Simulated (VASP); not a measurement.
# Fe (Im-3m) in VASP: single point with PBE

Aim: the single point of Fe with PBE.

All numbers are computed with VASP 6.6.1; they aren't measurements. Logs are shortened: lines on timing, memory, paths and dates and some standing lists are left out, and cuts for length are marked.

**1. The cell of the first run**

It takes space group Im-3m (No. 229, cubic). The conventional cell has a = 2.831 Å, b = 2.831 Å, c = 2.831 Å, α = 90.00°, β = 90.00°, γ = 90.00°. Fe (site symmetry m-3m) has 14 Fe at 2.45 to 2.83 Å within 3.2 Å.

**2. Single point, PBE, collinear spin, ferromagnetic start**

Input file INCAR:

```
SYSTEM = Fe
ALGO = Normal
EDIFF = 1E-6
ENCUT = 520
GGA = PE
ISIF = 2
ISMEAR = -1
ISPIN = 2
LASPH = .TRUE.
LCHARG = .FALSE.
LMAXMIX = 4
LORBIT = 11
LREAL = .FALSE.
LWAVE = .FALSE.
MAGMOM = 2.5 2.5
NBANDS = 19
NELM = 150
PREC = Accurate
SIGMA = 0.1
```

Input file KPOINTS:

```
k-points
0
G
  17 17 10
  0 0 0
```

Input file POSCAR:

```
Fe
1.0
   -1.4156766521      1.4156766521      1.4156766521
    1.4156766521     -1.4156766521      1.4156766521
    2.8313533042      2.8313533042      0.0000000000
Fe
2
Direct
    0.0000000000      0.0000000000      0.0000000000
    0.5000000000      0.5000000000      0.5000000000
```

Potentials or basis: VASP PAW PBE potentials, release 64 (Fe).

Started as:

```
$ cat potpaw_PBE.64/Fe/POTCAR > POTCAR
$ mpirun -np 1 vasp_std > vasp.out
```

OUTCAR:

```text
SYSTEM = Fe
   EDIFF = 1E-6
   ENCUT = 520
   GGA = PE
   ISIF = 2
   ISMEAR = -1
   ISPIN = 2
   LASPH = .TRUE.
   LORBIT = 11
   LREAL = .FALSE.
   NELM = 150
   PREC = Accurate

 ion  position               nearest neighbor table
   1  0.000  0.000  0.000-   2 2.45   2 2.45   2 2.45   2 2.45   2 2.83   2 2.83   2 2.83   2 2.83

   2  0.500  0.500  0.500-   1 2.45   1 2.45   1 2.45   1 2.45   1 2.83   1 2.83   1 2.83   1 2.83

  LATTYP: Found a base centered orthorhombic cell.
 ALAT       =     2.8313533042
 B/A-ratio  =     1.4142135624
 C/A-ratio  =     1.4142135624

  Lattice vectors:

 A1 = (  -1.4156766521,   1.4156766521,   1.4156766521)
 A2 = (   1.4156766521,  -1.4156766521,   1.4156766521)
 A3 = (   2.8313533042,   2.8313533042,   0.0000000000)

Analysis of symmetry for initial positions (statically):
=====================================================================
 Subroutine PRICEL returns following result:

  LATTYP: Found a body centered cubic cell.
 ALAT       =     2.8313533042
[... 12 lines left out ...]
 Subroutine GETGRP returns: Found  8 space group operations
 (whereof  8 operations were pure point group operations)
 out of a pool of  8 trial point group operations.

The static configuration has the point symmetry D_2h.

Analysis of symmetry for dynamics (positions and initial velocities):
=====================================================================
 Subroutine PRICEL returns following result:

  LATTYP: Found a body centered cubic cell.
 ALAT       =     2.8313533042
[... 12 lines left out ...]
 Subroutine GETGRP returns: Found  8 space group operations
 (whereof  8 operations were pure point group operations)
 out of a pool of  8 trial point group operations.

The dynamic configuration has the point symmetry D_2h.

Analysis of structural, dynamic, and magnetic symmetry:
=====================================================================
 Subroutine PRICEL returns following result:

  LATTYP: Found a body centered cubic cell.
 ALAT       =     2.8313533042
[... 12 lines left out ...]
 Subroutine GETGRP returns: Found  8 space group operations
 (whereof  8 operations were pure point group operations)
 out of a pool of  8 trial point group operations.

The overall configuration has the point symmetry D_2h.

 Subroutine INISYM returns: Found  8 space group operations
 (whereof  8 operations are pure point group operations),
 and found     2 'primitive' translations

----------------------------------------------------------------------------------------

                                     Primitive cell

  volume of cell :      11.3489

  direct lattice vectors                    reciprocal lattice vectors
    -1.415676652  1.415676652 -1.415676652    -0.353187996  0.353187996  0.000000000
    -1.415676652 -1.415676652  1.415676652    -0.353187996  0.000000000  0.353187996
[... 106 lines left out ...]
  Thomas-Fermi vector in A             =   2.573836
   LORBIT       =     11    0 simple, 1 ext, 2 COOP (PROOUT), +10 PAW based schemes
   GGA     = PE    functional components
   LHFCALC =     F    Hartree Fock is set to
   AEXX    =    0.0000 exact exchange contribution
   IVDW    =     0    specifies the selected vdW correction
   LEPSILON=     F    determine dielectric tensor
   LRPA    =     F    only Hartree local field effects (RPA)
 spin polarized calculation
  energy-cutoff  :      520.00
  volume of cell :       22.70
 maximum number of plane-waves:       633
   NGX =  9   NGY =  9   NGZ = 15

 number of electron      15.9999989 magnetization       4.3546211

 Free energy of the ion-electron system (eV)
  ---------------------------------------------------
  ext. energy  EPLUGINS =         0.00000000
  ---------------------------------------------------
  free energy    TOTEN  =       -16.51744765 eV

  energy without entropy =      -16.45459130  energy(sigma->0) =      -16.48601947

 E-fermi :   5.8423     XC(G=0): -13.1230

 val. band max:        5.8422233408   @ k =  -0.4706   0.4706   0.1000
 cond. band min:       5.8429448417   @ k =   0.4118   0.2353   0.0000
 fundamental gap:      0.0007215009
 Fermi energy:         5.8423461809

 spin component 1

 k-point     1 :       0.0000    0.0000    0.0000
  band No.  band energies     occupation
      1      -2.6044      1.00000
      2       0.9111      1.00000
      3       2.4533      1.00000
      4       3.5360      1.00000
      5       3.5368      1.00000
      6       3.5374      1.00000
[... 517 lines left out ...]
     18      30.8978      0.00000
     19      31.1562      0.00000

 [... further k-points ...]

 spin component 2

 k-point     1 :       0.0000    0.0000    0.0000
  band No.  band energies     occupation
      1      -2.4373      1.00000
      2       2.1823      1.00000
      3       4.1488      1.00000
      4       5.4299      0.98409
      5       5.4305      0.98398
      6       5.4315      0.98384
[... 517 lines left out ...]
     18      30.9203      0.00000
     19      31.3967      0.00000

 [... further k-points ...]
[... 5 lines left out ...]
  --------------------------------------------------------------------------------------
  -------------------------------------------------------------------------------------
  Total       -0.0142512     -0.0142512     -0.0163283     -0.0037859     -0.0000000      0.0000000
  in kB       -1.0059565     -1.0059565     -1.1525746     -0.2672361     -0.0000000      0.0000000
  external PRESSURE =      -1.0548292 kB  Pullay stress =       0.0000000 kB

 VOLUME and BASIS-vectors are now :
 -----------------------------------------------------------------------------
  energy-cutoff  :      520.00
  volume of cell :       22.70
      direct lattice vectors                 reciprocal lattice vectors
    -1.415676652  1.415676652  1.415676652    -0.176593998  0.176593998  0.353187996
     1.415676652 -1.415676652  1.415676652     0.176593998 -0.176593998  0.353187996
     2.831353304  2.831353304  0.000000000     0.176593998  0.176593998  0.000000000

 POSITION                                       TOTAL-FORCE (eV/Angst)
 -----------------------------------------------------------------------------------
      0.00000      0.00000      0.00000        -0.000000     -0.000000      0.000000
      1.41568      1.41568      1.41568         0.000000      0.000000     -0.000000
 -----------------------------------------------------------------------------------
    total drift:                               -0.000000      0.000000     -0.000000

  FREE ENERGIE OF THE ION-ELECTRON SYSTEM (eV)
  ---------------------------------------------------
  free  energy   TOTEN  =       -16.5174476457 eV

  energy  without entropy=      -16.4545913006  energy(sigma->0) =      -16.48601947

 total charge

# of ion       s       p       d       tot
------------------------------------------
    1        0.488   0.541   6.241   7.270
    2        0.488   0.541   6.241   7.270
--------------------------------------------------
tot          0.975   1.083  12.482  14.540

 magnetization (x)

# of ion       s       p       d       tot
------------------------------------------
    1       -0.013  -0.055   2.242   2.174
    2       -0.013  -0.055   2.242   2.174
--------------------------------------------------
tot         -0.026  -0.110   4.485   4.349
```

OSZICAR:

```text
N       E                     dE             d eps       ncg     rms          rms(c)
DAV:   1     0.768266462642E+02    0.76827E+02   -0.72433E+03 39699   0.107E+03
DAV:   2    -0.149863427155E+02   -0.91813E+02   -0.80959E+02 37284   0.202E+02
DAV:   3    -0.184959617337E+02   -0.35096E+01   -0.33580E+01 40778   0.505E+01
DAV:   4    -0.185246575532E+02   -0.28696E-01   -0.28681E-01 40425   0.429E+00
DAV:   5    -0.185249697808E+02   -0.31223E-03   -0.31222E-03 40837   0.417E-01    0.161E+01
DAV:   6    -0.166660152851E+02    0.18590E+01   -0.71112E+00 40304   0.545E+01    0.777E+00
DAV:   7    -0.165424729834E+02    0.12354E+00   -0.68282E-01 42595   0.148E+01    0.479E+00
DAV:   8    -0.165317014865E+02    0.10771E-01   -0.15049E-02 43917   0.908E-01    0.201E+00
DAV:   9    -0.165172399797E+02    0.14462E-01   -0.42929E-03 50140   0.631E-01    0.485E-01
DAV:  10    -0.165173744121E+02   -0.13443E-03   -0.16760E-03 45224   0.469E-01    0.157E-01
DAV:  11    -0.165174360391E+02   -0.61627E-04   -0.18197E-04 48280   0.199E-01    0.332E-02
DAV:  12    -0.165174453995E+02   -0.93604E-05   -0.18938E-05 39714   0.502E-02    0.150E-02
DAV:  13    -0.165174473437E+02   -0.19442E-05   -0.13662E-06 33907   0.119E-02    0.819E-03
DAV:  14    -0.165174476457E+02   -0.30199E-06   -0.50831E-07 19650   0.892E-03
   1 F= -.16517448E+02 E0= -.16486019E+02  d E =-.628563E-01  mag=     4.3550
```

It took 7.6 min on 1 thread of Intel Xeon 8259CL, shared host; peak memory 0.38 GiB.

Results:

* Free energy: -16.5174 eV
* Pressure: -0.1 GPa
* Net moment: 4.35 μB per cell
* Site moments: Fe +2.17 μB
* Valence electrons inside the program's atomic spheres: Fe 7.27
